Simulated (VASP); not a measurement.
# Nb (Im-3m) in VASP: further runs, part 2 of 2

VASP 6.6.1. The steps go on from the part before.

### 3 Relaxation of cell and atoms, LDA

This run uses another cell than the first one, of 17.22 Å³/atom, 1.005 times its volume.

INCAR

```
SYSTEM = Nb
PREC     = Accurate       ! precision mode
ENCUT    = 600            ! plane-wave cutoff, eV
EDIFF    = 1E-7           ! SCF threshold, eV
ISMEAR   = 0              ! smearing method
SIGMA    = 0.1            ! smearing width, eV
LREAL    = .False.        ! projectors in reciprocal space
LASPH    = .True.         ! aspherical terms in the spheres
NELM     = 60             ! most SCF steps
ALGO     = Normal         ! electronic algorithm
ISIF     = 3              ! what is computed and relaxed
LWAVE    = .False.        ! write WAVECAR
LCHARG   = .False.        ! write CHGCAR
IBRION   = 2              ! ionic algorithm
NSW      = 100            ! ionic steps
EDIFFG   = -0.005         ! ionic threshold
```

KPOINTS

```
regular mesh
0
Gamma
  18 18 18
  0 0 0
```

POSCAR

```
Nb
1.0
   -1.6266165039      1.6266165039      1.6266165039
    1.6266165039     -1.6266165039      1.6266165039
    1.6266165039      1.6266165039     -1.6266165039
Nb
1
Direct
    0.0000000000      0.0000000000      0.0000000000
```

Potentials or basis: VASP PAW LDA potentials, release 64 (Nb_sv).

The run is started by

```sh
$ cat potpaw_LDA.64/Nb_sv/POTCAR > POTCAR
$ mpirun -np 1 vasp_std > vasp.out
```

OUTCAR:

```text
SYSTEM = Nb
   PREC = Accurate
   ENCUT = 600
   EDIFF = 1E-7
   ISMEAR = 0
   LREAL = .False.
   LASPH = .True.
   NELM = 60
   ISIF = 3
   IBRION = 2
   NSW = 100
   EDIFFG = -0.005

 ion  position               nearest neighbor table
   1  0.000  0.000  0.000-

  LATTYP: Found a body centered cubic cell.
 ALAT       =     3.2532330078

  Lattice vectors:

 A1 = (  -1.6266165039,   1.6266165039,   1.6266165039)
 A2 = (   1.6266165039,  -1.6266165039,   1.6266165039)
 A3 = (   1.6266165039,   1.6266165039,  -1.6266165039)

Analysis of symmetry for initial positions (statically):
=====================================================================
 Subroutine PRICEL returns:
 Original cell was already a primitive cell.

 Routine SETGRP: Setting up the symmetry group for a
 body centered cubic supercell.

 Subroutine GETGRP returns: Found 48 space group operations
 (whereof 48 operations were pure point group operations)
 out of a pool of 48 trial point group operations.

The static configuration has the point symmetry O_h .

Analysis of symmetry for dynamics (positions and initial velocities):
=====================================================================
 Subroutine PRICEL returns:
 Original cell was already a primitive cell.

 Routine SETGRP: Setting up the symmetry group for a
 body centered cubic supercell.

 Subroutine GETGRP returns: Found 48 space group operations
 (whereof 48 operations were pure point group operations)
 out of a pool of 48 trial point group operations.

The dynamic configuration has the point symmetry O_h .

 Subroutine INISYM returns: Found 48 space group operations
 (whereof 48 operations are pure point group operations),
 and found     1 'primitive' translations

----------------------------------------------------------------------------------------

[... 119 lines left out ...]
   LEPSILON=     F    determine dielectric tensor
   LRPA    =     F    only Hartree local field effects (RPA)
 conjugate gradient relaxation of ions
 non-spin polarized calculation
 Gauss-broadening in eV      SIGMA  =   0.10
  energy-cutoff  :      600.00
  volume of cell :       17.22
 maximum number of plane-waves:       603
   NGX = 11   NGY = 11   NGZ = 11

--------------------------------------- Ionic step        1  -------------------------------------------

 number of electron      13.0000001 magnetization

 Free energy of the ion-electron system (eV)
  ---------------------------------------------------
  ext. energy  EPLUGINS =         0.00000000
  ---------------------------------------------------
  free energy    TOTEN  =       -11.25858237 eV

  energy without entropy =      -11.25089214  energy(sigma->0) =      -11.25473725

------------------------ aborting loop because EDIFF is reached ----------------------------------------

  FORCE on cell =-STRESS in cart. coord.  units (eV):
  Direction    XX          YY          ZZ          XY          YZ          ZX
  --------------------------------------------------------------------------------------
  -------------------------------------------------------------------------------------
  Total       -0.1168280     -0.1168280     -0.1168280      0.0000000     -0.0000000      0.0000000
  in kB      -10.8728173    -10.8728173    -10.8728173      0.0000000     -0.0000000      0.0000000
  external PRESSURE =     -10.8728173 kB  Pullay stress =       0.0000000 kB
[... 57 lines left out ...]
--------------------------------------- Ionic step        3  -------------------------------------------

 number of electron      13.0000001 magnetization

 Free energy of the ion-electron system (eV)
  ---------------------------------------------------
  ext. energy  EPLUGINS =         0.00000000
  ---------------------------------------------------
  free energy    TOTEN  =       -11.25890199 eV

  energy without entropy =      -11.25125614  energy(sigma->0) =      -11.25507906

 E-fermi :  11.7149     XC(G=0): -12.9785

 val. band max:       11.7135025510   @ k =  -0.1111   0.1667   0.0556
 cond. band min:      11.7181639112   @ k =   0.1111   0.0000   0.0000
 fundamental gap:      0.0046613602
 Fermi energy:        11.7149278231

 k-point     1 :       0.0000    0.0000    0.0000
  band No.  band energies     occupation
      1     -42.2940      2.00000
      2     -17.6223      2.00000
      3     -17.6223      2.00000
      4     -17.6223      2.00000
      5       5.7090      2.00000
      6      12.0394      0.00000
      7      12.0394      0.00000
      8      12.0394      0.00000
      9      15.1147      0.00000
     10      15.1147      0.00000
[... 287 lines left out ...]
 k-point    24 :       0.3889    0.1111    0.0000
  band No.  band energies     occupation
      1     -41.9859      2.00000
      2     -19.1336      2.00000
      3     -18.1738      2.00000
      4     -17.7094      2.00000
      5       8.1896      2.00000
      6      10.0325      2.00000
      7      13.0191      0.00000
      8      15.0237      0.00000
      9      16.2022      0.00000
     10      18.9122      0.00000

 [... further k-points ...]
[... 5 lines left out ...]
  --------------------------------------------------------------------------------------
  -------------------------------------------------------------------------------------
  Total       -0.0005892     -0.0005892     -0.0005892      0.0000000      0.0000000      0.0000000
  in kB       -0.0551413     -0.0551413     -0.0551413      0.0000000      0.0000000      0.0000000
  external PRESSURE =      -0.0551413 kB  Pullay stress =       0.0000000 kB
[... 16 lines left out ...]
  FREE ENERGIE OF THE ION-ELECTRON SYSTEM (eV)
  ---------------------------------------------------
  free  energy   TOTEN  =       -11.2589019874 eV

  energy  without entropy=      -11.2512561408  energy(sigma->0) =      -11.25507906

 reached required accuracy - stopping structural energy minimisation
```

OSZICAR:

```text
N       E                     dE             d eps       ncg     rms          rms(c)
DAV:   1     0.138411757180E+03    0.13841E+03   -0.80207E+03  3916   0.146E+03
[... 24 lines left out ...]
DAV:   2    -0.112599479675E+02    0.17784E-01   -0.44102E-02  6012   0.327E+00    0.307E-01
DAV:   3    -0.112581202960E+02    0.18277E-02   -0.13747E-02  6082   0.144E+00    0.182E-01
DAV:   4    -0.112585264379E+02   -0.40614E-03   -0.49544E-04  4950   0.242E-01    0.104E-01
DAV:   5    -0.112589048534E+02   -0.37842E-03   -0.11378E-03  7004   0.266E-01    0.413E-02
DAV:   6    -0.112589022966E+02    0.25567E-05   -0.16027E-05  4700   0.599E-02    0.137E-02
DAV:   7    -0.112589019723E+02    0.32438E-06   -0.44880E-06  5852   0.268E-02    0.219E-03
DAV:   8    -0.112589019874E+02   -0.15103E-07   -0.18864E-07  3470   0.560E-03
   3 F= -.11258902E+02 E0= -.11255079E+02  d E =-.319617E-03
```

Wall time 1.8 min (1 thread of AMD EPYC 7R13, shared host); peak memory 0.14 GiB.

What came out:

- Free energy: -11.2589 eV
- Relaxed volume: 17.12 Å³/atom
- Relaxed cell: a = 2.812 Å, b = 2.812 Å, c = 2.812 Å, α = 109.47°, β = 109.47°, γ = 109.47°
- Space group after relaxing (to 0.05 Å): Im-3m (No. 229)
- Energy gained by relaxing: 0.3 meV/atom
- Ionic steps: 3
- Pressure after relaxing: 0.0 GPa

Step by step:
| step | energy change (eV) | largest force (eV/Å) | pressure (GPa) | volume (Å³) |
| --- | --- | --- | --- | --- |
| 1 | 0.0000 | 0.0000 | -1.09 | 17.22 |
| 2 | 0.0010 | 0.0000 | 2.16 | 16.93 |
| 3 | -0.0003 | 0.0000 | -0.01 | 17.12 |

Final structure:
```cif
data_structure
_symmetry_space_group_name_H-M 'P 1'
_symmetry_Int_Tables_number 1
_cell_length_a 2.8121
_cell_length_b 2.8121
_cell_length_c 2.8121
_cell_angle_alpha 109.471
_cell_angle_beta 109.471
_cell_angle_gamma 109.471
_cell_volume 17.12
loop_
_atom_site_label
_atom_site_type_symbol
_atom_site_fract_x
_atom_site_fract_y
_atom_site_fract_z
_atom_site_occupancy
Nb1 Nb 0.00000 0.00000 0.00000 1
```
